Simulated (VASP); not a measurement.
Set up this calculation in VASP 6.6.1, as the native input.

```yaml
Task: single point
Functional: PBE
Potentials_or_basis: VASP PAW PBE potentials, release 64 (Mg, S)
Cutoff: 520 eV
k_mesh: 8 × 8 × 8
Occupations: gaussian, width 0.05 eV
Spin: no spin polarisation
Dipole_correction: no
Further_INCAR_settings: ALGO = Normal; EDIFF = 1e-07; NBANDS = 11
```

The structure of MgS lies in POSCAR:

```
MgS
1.0
    0.0000000000      2.5366087500      2.4715675000
    2.5366087500      0.0000000000      2.4715675000
    2.5366087500      2.5366087500      0.0000000000
Mg S
1 1
Direct
    0.0000000000      0.0000000000      0.0000000000
    0.5000000000      0.5000000000      0.5000000000
```

This cell differs from its parent crystal: strain -0.025 along x and y, -0.050 along z.

One way to write it, as run:

INCAR

```
ALGO = Normal
EDIFF = 1E-7
ENCUT = 520
GGA = PE
ISIF = 2
ISMEAR = 0
LASPH = T
LCHARG = F
LREAL = F
LWAVE = F
NBANDS = 11
NELM = 60
PREC = Accurate
SIGMA = 0.05
```

KPOINTS

```
k-points
0
Gamma
  8 8 8
```

Potentials or basis: VASP PAW PBE potentials, release 64 (Mg, S).

Command:

```sh
$ cat potpaw_PBE.64/Mg/POTCAR potpaw_PBE.64/S/POTCAR > POTCAR
$ mpirun -np 1 vasp_std > vasp.out
```

It gave:

| Quantity | Value |
| --- | --- |
| Pressure | 10.8 GPa |
| Band gap on the k mesh | 2.85 eV, indirect (least direct gap 4.53 eV) |

Caveat: the cell differs from its parent crystal (strain -0.025 along x and y, -0.050 along z).

Run time: 18 s on 1 thread of Intel Xeon 6975P-C, with other jobs on the host, peak memory 0.17 GiB.
